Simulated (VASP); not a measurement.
# AgCl (P6_3mc) in VASP: further runs

AgCl is run at these levels: PBE, r2SCAN; tasks: single point.

All numbers are computed with VASP 6.6.1; they aren't measurements. Logs are shortened: lines on timing, memory, paths and dates and some standing lists are left out, and cuts for length are marked.

### Step 1. The cell of the first run

The typed cell holds 4 atoms: a = 4.542 Å, b = 4.542 Å, c = 5.681 Å, α = 90.00°, β = 90.00°, γ = 120.00°.

### Step 2. Single point, PBE (epitaxial xy strain +0.5%)

File INCAR:

```
  PREC = Accurate
  ENCUT = 520
  EDIFF = 1E-6
  ISMEAR = -1
  SIGMA = 0.02
  LREAL = F
  LASPH = T
  NELM = 60
  ALGO = Normal
  ISIF = 2
  LWAVE = F
  LCHARG = F
  GGA = PE
  NBANDS = 26
```

File KPOINTS:

```
regular mesh
0
Gamma
  6 6 4
```

File POSCAR:

```
AgCl
1.0
    4.5423411027      0.0000000000      0.0000000000
   -2.2711705514      3.9337827876      0.0000000000
    0.0000000000      0.0000000000      5.6806839158
Ag Cl
2 2
Direct
    0.3333333333      0.6666666667     -0.0622203148
    0.6666666667      0.3333333333      0.4377796852
    0.3333333333      0.6666666667      0.4372203148
    0.6666666667      0.3333333333      0.9372203148
```

Potentials or basis: VASP PAW PBE potentials, release 64 (Ag, Cl).

Run with:

```
$ cat potpaw_PBE.64/Ag/POTCAR potpaw_PBE.64/Cl/POTCAR > POTCAR
$ mpirun -np 1 vasp_std > vasp.out
```

OUTCAR:

```text
PREC = Accurate
   ENCUT = 520
   EDIFF = 1E-6
   ISMEAR = -1
   LREAL = F
   LASPH = T
   NELM = 60
   ISIF = 2
   GGA = PE

 ion  position               nearest neighbor table
   1  0.333  0.667  0.938-   4 2.62   4 2.62   4 2.62   3 2.84   3 2.84
   2  0.667  0.333  0.438-   3 2.62   3 2.62   3 2.62   4 2.84   4 2.84
   3  0.333  0.667  0.437-   2 2.62   2 2.62   2 2.62   1 2.84   1 2.84
   4  0.667  0.333  0.937-   1 2.62   1 2.62   1 2.62   2 2.84   2 2.84

  LATTYP: Found a hexagonal cell.
 ALAT       =     4.5423411027
 C/A-ratio  =     1.2506070741

  Lattice vectors:

 A1 = (   4.5423411027,   0.0000000000,   0.0000000000)
 A2 = (  -2.2711705514,   3.9337827876,   0.0000000000)
 A3 = (   0.0000000000,   0.0000000000,   5.6806839158)

Analysis of symmetry for initial positions (statically):
=====================================================================
 Subroutine PRICEL returns:
 Original cell was already a primitive cell.

 Routine SETGRP: Setting up the symmetry group for a
 hexagonal supercell.

 Subroutine GETGRP returns: Found 12 space group operations
 (whereof  6 operations were pure point group operations)
 out of a pool of 24 trial point group operations.

The static configuration has the point symmetry C_3v.
 The point group associated with its full space group is C_6v.

Analysis of symmetry for dynamics (positions and initial velocities):
=====================================================================
 Subroutine PRICEL returns:
 Original cell was already a primitive cell.

 Routine SETGRP: Setting up the symmetry group for a
 hexagonal supercell.

 Subroutine GETGRP returns: Found 12 space group operations
 (whereof  6 operations were pure point group operations)
 out of a pool of 24 trial point group operations.

The dynamic configuration has the point symmetry C_3v.
 The point group associated with its full space group is C_6v.

 Subroutine INISYM returns: Found 12 space group operations
 (whereof  6 operations are pure point group operations),
 and found     1 'primitive' translations

----------------------------------------------------------------------------------------

                                     Primitive cell

  volume of cell :     101.5058

  direct lattice vectors                    reciprocal lattice vectors
     4.542341103  0.000000000  0.000000000     0.220150794  0.127104120  0.000000000
    -2.271170551  3.933782788  0.000000000     0.000000000  0.254208240  0.000000000
     0.000000000  0.000000000  5.680683916     0.000000000  0.000000000  0.176035142

  length of vectors
     4.542341103  4.542341103  5.680683916     0.254208240  0.254208240  0.176035142

  position of ions in fractional coordinates (direct lattice)
     0.333333333  0.666666667  0.937779685
     0.666666667  0.333333333  0.437779685
     0.333333333  0.666666667  0.437220315
     0.666666667  0.333333333  0.937220315

  ion indices of the primitive-cell ions
   primitive index   ion index
                 1           1
                 2           2
                 3           3
                 4           4

----------------------------------------------------------------------------------------

 KPOINTS: regular mesh

Automatic generation of k-mesh.
 Grid dimensions read from file:
 generate k-points for:    6    6    4

 Generating k-lattice:

  Cartesian coordinates                     Fractional coordinates (reciprocal lattice)
     0.036691799  0.021184020  0.000000000     0.166666667  0.000000000  0.000000000
     0.000000000  0.042368040  0.000000000     0.000000000  0.166666667  0.000000000
     0.000000000  0.000000000  0.044008786     0.000000000  0.000000000  0.250000000

  Length of vectors
     0.042368040  0.042368040  0.044008786

  Shift w.r.t. Gamma in fractional coordinates (k-lattice)
     0.000000000  0.000000000  0.000000000

 Subroutine IBZKPT returns following result:
 ===========================================

 Found     21 irreducible k-points:

 Following reciprocal coordinates:
            Coordinates               Weight
  0.000000  0.000000  0.000000      1.000000
  0.166667 -0.000000  0.000000      6.000000
  0.333333 -0.000000  0.000000      6.000000
  0.500000 -0.000000  0.000000      3.000000
  0.166667  0.166667  0.000000      6.000000
  0.333333  0.166667  0.000000     12.000000
[... 13 lines left out ...]
  0.333333  0.166667  0.500000     12.000000
  0.333333  0.333333  0.500000      2.000000
   k-points           NKPTS =     21   k-points in BZ     NKDIM =     21   number of bands    NBANDS=     26
   number of dos      NEDOS =    301   number of ions     NIONS =      4
   total plane-waves  NPLWV =  54432
   dimension x,y,z NGX =    36 NGY =   36 NGZ =   42
   dimension x,y,z NGXF=    72 NGYF=   72 NGZF=   84
   ions per type =               2   2
   NGX,Y,Z   is equivalent  to a cutoff of  13.18, 13.18, 12.29 a.u.
   NGXF,Y,Z  is equivalent  to a cutoff of  26.35, 26.35, 24.58 a.u.
 SYSTEM =  unknown system
   PREC   = accura    normal or accurate (medium, high low for compatibility)
   ISTART =      0    job   : 0-new  1-cont  2-samecut
   ICHARG =      2    charge: 1-file 2-atom 10-const
   ISPIN  =      1    spin polarized calculation?
   LNONCOLLINEAR =      F non collinear calculations
   LSORBIT =      F    spin-orbit coupling
   LASPH  =      T    aspherical Exc in radial PAW
   ENCUT  =  520.0 eV  38.22 Ry    6.18 a.u.   8.45  8.45 10.56*2*pi/ulx,y,z
   NELM   =     60;   NELMIN=  2; NELMDL= -5     # of ELM steps
   EDIFF  = 0.1E-05   stopping-criterion for ELM
   LREAL  =      F    real-space projection
   EDIFFG = 0.1E-04   stopping-criterion for IOM
   NSW    =      0    number of steps for IOM
   IBRION =     -1    ionic relax: 0-MD 1-quasi-New 2-CG
   NFREE  =      0    steps in history (QN), initial steepest desc. (CG)
   ISIF   =      2    stress and relaxation
   ISYM   =      2    0-nonsym 1-usesym 2-fastsym
   POTIM  = 0.5000    time-step for ionic-motion
   TEBEG  =    0.0;   TEEND  =   0.0 temperature during run
   PSTRESS=    0.0 pullay stress
   NELECT =      36.0000    total number of electrons
   NUPDOWN=      -1.0000    fix difference up-down
   EMIN   =  10.00;   EMAX   =-10.00  energy-range for DOS
   EFERMI =   0.00;   METHOD = LEGACY
   ISMEAR =    -1;   SIGMA  =   0.02  broadening in eV -4-tet -1-fermi 0-gaus
   EFERMI_NEDOS =   21; number of points for ismear=-14 and -15
   IALGO  =     38    algorithm
   IMIX   =      4    mixing-type and parameters
     AMIX     =   0.40;   BMIX     =  1.00
     AMIX_MAG =   1.60;   BMIX_MAG =  1.00
  volume/ion in A,a.u.               =      25.38       171.25
  Fermi-wavevector in a.u.,A,eV,Ry     =   1.158810  2.189833 18.270443  1.342840
  Thomas-Fermi vector in A             =   2.295408
   LORBIT       =      0    0 simple, 1 ext, 2 COOP (PROOUT), +10 PAW based schemes
   GGA     = PE    functional components
   LHFCALC =     F    Hartree Fock is set to
   AEXX    =    0.0000 exact exchange contribution
   IVDW    =     0    specifies the selected vdW correction
   LEPSILON=     F    determine dielectric tensor
   LRPA    =     F    only Hartree local field effects (RPA)
 non-spin polarized calculation
  energy-cutoff  :      520.00
  volume of cell :      101.51
 maximum number of plane-waves:      2763
 NGX is ok and might be reduce to    36
   NGX = 17   NGY = 17   NGZ = 21

 number of electron      35.9999992 magnetization

 Free energy of the ion-electron system (eV)
  ---------------------------------------------------
  ext. energy  EPLUGINS =         0.00000000
  ---------------------------------------------------
  free energy    TOTEN  =       -10.84277361 eV

  energy without entropy =      -10.84277361  energy(sigma->0) =      -10.84277361

 E-fermi :   2.5801     XC(G=0):  -8.8257

 val. band max:        2.1228994100   @ k =   0.3333   0.3333   0.5000
 cond. band min:       3.4476799262   @ k =   0.0000   0.0000   0.0000
 fundamental gap:      1.3247805162
 Fermi energy:         2.5801321713

 k-point     1 :       0.0000    0.0000    0.0000
  band No.  band energies     occupation
      1     -12.6996      2.00000
      2     -12.3158      2.00000
      3      -2.0120      2.00000
      4      -2.0120      2.00000
      5      -1.7814      2.00000
      6      -1.7814      2.00000
[... 18 lines left out ...]
     25      10.5544      0.00000
     26      12.6515      0.00000

 k-point     2 :       0.1667   -0.0000    0.0000
  band No.  band energies     occupation
      1     -12.6576      2.00000
      2     -12.3179      2.00000
      3      -2.0266      2.00000
      4      -1.9440      2.00000
      5      -1.8149      2.00000
      6      -1.6901      2.00000
[... 18 lines left out ...]
     25      10.9752      0.00000
     26      12.1537      0.00000

 k-point     3 :       0.3333   -0.0000    0.0000
  band No.  band energies     occupation
      1     -12.5591      2.00000
      2     -12.3359      2.00000
      3      -2.0791      2.00000
      4      -1.7736      2.00000
      5      -1.7736      2.00000
      6      -1.5621      2.00000
[... 18 lines left out ...]
     25      11.3655      0.00000
     26      12.1161      0.00000

 k-point     4 :       0.5000   -0.0000    0.0000
  band No.  band energies     occupation
      1     -12.4909      2.00000
      2     -12.3636      2.00000
      3      -2.1065      2.00000
      4      -1.6943      2.00000
      5      -1.6669      2.00000
      6      -1.4214      2.00000
[... 18 lines left out ...]
     25      12.0330      0.00000
     26      12.2193      0.00000
[... 409 lines left out ...]
      1     -12.4358      2.00000
      2     -12.4358      2.00000
      3      -2.2718      2.00000
      4      -2.2718      2.00000
      5      -1.7118      2.00000
      6      -1.7118      2.00000
[... 18 lines left out ...]
     25      10.6123      0.00000
     26      10.6123      0.00000

 k-point    20 :       0.3333    0.1667    0.5000
  band No.  band energies     occupation
      1     -12.4026      2.00000
      2     -12.4026      2.00000
      3      -2.3481      2.00000
      4      -2.3481      2.00000
      5      -1.5972      2.00000
      6      -1.5972      2.00000
[... 18 lines left out ...]
     25      11.2578      0.00000
     26      11.2578      0.00000

 k-point    21 :       0.3333    0.3333    0.5000
  band No.  band energies     occupation
      1     -12.3916      2.00000
      2     -12.3916      2.00000
      3      -2.3428      2.00000
      4      -2.3428      2.00000
      5      -1.5637      2.00000
      6      -1.5637      2.00000
[... 18 lines left out ...]
     25      11.3893      0.00000
     26      11.3893      0.00000

------------------------ aborting loop because EDIFF is reached ----------------------------------------

  FORCE on cell =-STRESS in cart. coord.  units (eV):
  Direction    XX          YY          ZZ          XY          YZ          ZX
  --------------------------------------------------------------------------------------
  -------------------------------------------------------------------------------------
  Total        0.4806972      0.4806972      0.9172544     -0.0000000     -0.0000000     -0.0000000
  in kB        7.5873730      7.5873730     14.4780353     -0.0000000     -0.0000000     -0.0000000
  external PRESSURE =       9.8842605 kB  Pullay stress =       0.0000000 kB

 VOLUME and BASIS-vectors are now :
 -----------------------------------------------------------------------------
  energy-cutoff  :      520.00
  volume of cell :      101.51
      direct lattice vectors                 reciprocal lattice vectors
     4.542341103  0.000000000  0.000000000     0.220150794  0.127104120  0.000000000
    -2.271170551  3.933782788  0.000000000     0.000000000  0.254208240  0.000000000
     0.000000000  0.000000000  5.680683916     0.000000000  0.000000000  0.176035142

 POSITION                                       TOTAL-FORCE (eV/Angst)
 -----------------------------------------------------------------------------------
     -0.00000      2.62252      5.32723        -0.000000     -0.000000     -0.002109
      2.27117      1.31126      2.48689        -0.000000      0.000000     -0.002109
     -0.00000      2.62252      2.48371        -0.000000      0.000000      0.002109
      2.27117      1.31126      5.32405         0.000000      0.000000      0.002109
 -----------------------------------------------------------------------------------
    total drift:                               -0.000000      0.000000     -0.000007

  FREE ENERGIE OF THE ION-ELECTRON SYSTEM (eV)
  ---------------------------------------------------
  free  energy   TOTEN  =       -10.8427736093 eV

  energy  without entropy=      -10.8427736093  energy(sigma->0) =      -10.84277361
```

It took 43 s on 1 thread of Intel Xeon Platinum 8488C (Sapphire Rapids), shared host; peak memory 0.23 GiB.

What came out:

```
Free energy            : -10.8428 eV
Pressure               : 1.0 GPa
Band gap on the k mesh : 1.32 eV, indirect (least direct gap 1.42 eV)
```

Forces in eV/Å, atoms in the order of the input:
```
Ag   0.000  0.000 -0.002
Ag   0.000  0.000 -0.002
Cl   0.000  0.000  0.002
Cl   0.000  0.000  0.002
```

Stress tensor (GPa, compression positive):
```
0.76 0.00 0.00
0.00 0.76 0.00
0.00 0.00 1.45
```

Caveat: the cell differs from its parent crystal (epitaxial xy strain +0.5%). A k mesh can miss the band edges.

### Step 3. Single point, PBE (uniaxial z strain +3.0%)

File INCAR:

```
SYSTEM = AgCl
  ALGO = Normal
  EDIFF = 1E-7
  ENCUT = 520
  GGA = PE
  ISIF = 2
  ISMEAR = -1
  LASPH = .TRUE.
  LCHARG = .TRUE.
  LELF = .TRUE.
  LREAL = .FALSE.
  LVHAR = .TRUE.
  LWAVE = .FALSE.
  NBANDS = 26
  NELM = 80
  PREC = Accurate
  SIGMA = 0.02
```

File KPOINTS:

```
k-points
0
G
  6 6 4
  0 0 0
```

File POSCAR:

```
AgCl
1.0
    4.5197423908      0.0000000000      0.0000000000
   -2.2598711954      3.9142117290      0.0000000000
    0.0000000000      0.0000000000      5.8941730101
Ag Cl
2 2
Direct
    0.3333333333      0.6666666667     -0.0622203148
    0.6666666667      0.3333333333      0.4377796852
    0.3333333333      0.6666666667      0.4372203148
    0.6666666667      0.3333333333      0.9372203148
```

Potentials or basis: VASP PAW PBE potentials, release 64 (Ag, Cl).

Run with:

```
$ cat potpaw_PBE.64/Ag/POTCAR potpaw_PBE.64/Cl/POTCAR > POTCAR
$ mpirun -np 1 vasp_std > vasp.out
```

Wall time 46 s (1 thread of Intel Xeon Platinum 8488C (Sapphire Rapids), shared host); peak memory 0.25 GiB.

The run converged. Its results:

- Free energy: -10.8605 eV
- Pressure: 0.2 GPa
- Band gap on the k mesh: 1.35 eV, direct

Stress tensor (GPa, compression positive):
```
0.12 0.00 0.00
0.00 0.12 0.00
0.00 0.00 0.27
```

Levels at points of the mesh, in eV from the valence-band top:
| k point | band 16 | band 17 | band 18 | band 19 | band 20 | band 21 |
| --- | --- | --- | --- | --- | --- | --- |
| (0.00, 0.00, 0.00) | -0.26 | 0.00 | 0.00 | 1.35 | 3.04 | 7.51 |
| (0.50, 0.00, 0.00) | -1.34 | -1.30 | -1.00 | 3.99 | 4.42 | 6.14 |
| (0.00, 0.00, 0.50) | -0.10 | -0.10 | -0.10 | 3.25 | 3.25 | 7.45 |
| (0.50, 0.00, 0.50) | -1.11 | -0.25 | -0.25 | 4.73 | 4.73 | 6.15 |

Caveat: the cell differs from its parent crystal (uniaxial z strain +3.0%).

### Step 4. Single point, PBE (strain +2.5%)

File INCAR:

```
SYSTEM = AgCl
ALGO = Normal
EDIFF = 1E-6
ENCUT = 520
GGA = PE
ISIF = 2
ISMEAR = -1
LASPH = .True.
LCHARG = .False.
LREAL = .False.
LWAVE = .False.
NBANDS = 26
NELM = 60
PREC = Accurate
SIGMA = 0.02
```

File KPOINTS:

```
k-points
0
Gamma
  6 6 4
  0 0 0
```

File POSCAR:

```
AgCl
1.0
    4.6327359505      0.0000000000      0.0000000000
   -2.3163679753      4.0120670222      0.0000000000
    0.0000000000      0.0000000000      5.8655605197
Ag Cl
2 2
Direct
    0.3333333333      0.6666666667     -0.0622203148
    0.6666666667      0.3333333333      0.4377796852
    0.3333333333      0.6666666667      0.4372203148
    0.6666666667      0.3333333333      0.9372203148
```

Potentials or basis: VASP PAW PBE potentials, release 64 (Ag, Cl).

Run with:

```
$ cat potpaw_PBE.64/Ag/POTCAR potpaw_PBE.64/Cl/POTCAR > POTCAR
$ mpirun -np 1 vasp_std > vasp.out
```

OUTCAR:

```text
SYSTEM = AgCl
   EDIFF = 1E-6
   ENCUT = 520
   GGA = PE
   ISIF = 2
   ISMEAR = -1
   LASPH = .True.
   LREAL = .False.
   NELM = 60
   PREC = Accurate

 ion  position               nearest neighbor table
   1  0.333  0.667  0.938-   4 2.67   4 2.67   4 2.67   3 2.93   3 2.94
   2  0.667  0.333  0.438-   3 2.67   3 2.67   3 2.67   4 2.93   4 2.94
   3  0.333  0.667  0.437-   2 2.67   2 2.67   2 2.67   1 2.93   1 2.94
   4  0.667  0.333  0.937-   1 2.67   1 2.67   1 2.67   2 2.93   2 2.94

  LATTYP: Found a hexagonal cell.
 ALAT       =     4.6327359505
 C/A-ratio  =     1.2661115553

  Lattice vectors:
[... 801 lines left out ...]
  --------------------------------------------------------------------------------------
  -------------------------------------------------------------------------------------
  Total       -1.0558827     -1.0558827     -0.5671807      0.0000000      0.0000000      0.0000000
  in kB      -15.5171154    -15.5171154     -8.3352148      0.0000000      0.0000000      0.0000000
  external PRESSURE =     -13.1231485 kB  Pullay stress =       0.0000000 kB

 VOLUME and BASIS-vectors are now :
 -----------------------------------------------------------------------------
  energy-cutoff  :      520.00
  volume of cell :      109.02
      direct lattice vectors                 reciprocal lattice vectors
     4.632735950  0.000000000  0.000000000     0.215855169  0.124624040  0.000000000
    -2.316367975  4.012067022  0.000000000     0.000000000  0.249248079  0.000000000
     0.000000000  0.000000000  5.865560520     0.000000000  0.000000000  0.170486690

 POSITION                                       TOTAL-FORCE (eV/Angst)
 -----------------------------------------------------------------------------------
     -0.00000      2.67471      5.50060        -0.000000      0.000000     -0.000471
      2.31637      1.33736      2.56782         0.000000     -0.000000     -0.000471
     -0.00000      2.67471      2.56454         0.000000     -0.000000      0.000471
      2.31637      1.33736      5.49732        -0.000000      0.000000      0.000471
 -----------------------------------------------------------------------------------
    total drift:                               -0.000000      0.000000     -0.000137

  FREE ENERGIE OF THE ION-ELECTRON SYSTEM (eV)
  ---------------------------------------------------
  free  energy   TOTEN  =       -10.8376510517 eV

  energy  without entropy=      -10.8376510517  energy(sigma->0) =      -10.83765105
```

Wall time 41 s (1 thread of Intel Xeon Platinum 8488C (Sapphire Rapids), shared host); peak memory 0.25 GiB.

Results:

| Quantity | Value |
| --- | --- |
| Free energy | -10.8377 eV |
| Pressure | -1.3 GPa |
| Band gap on the k mesh | 1.41 eV, indirect (least direct gap 1.43 eV) |

Caveat: the cell differs from its parent crystal (strain +2.5%).

(Part 1 of 2 ends here.)
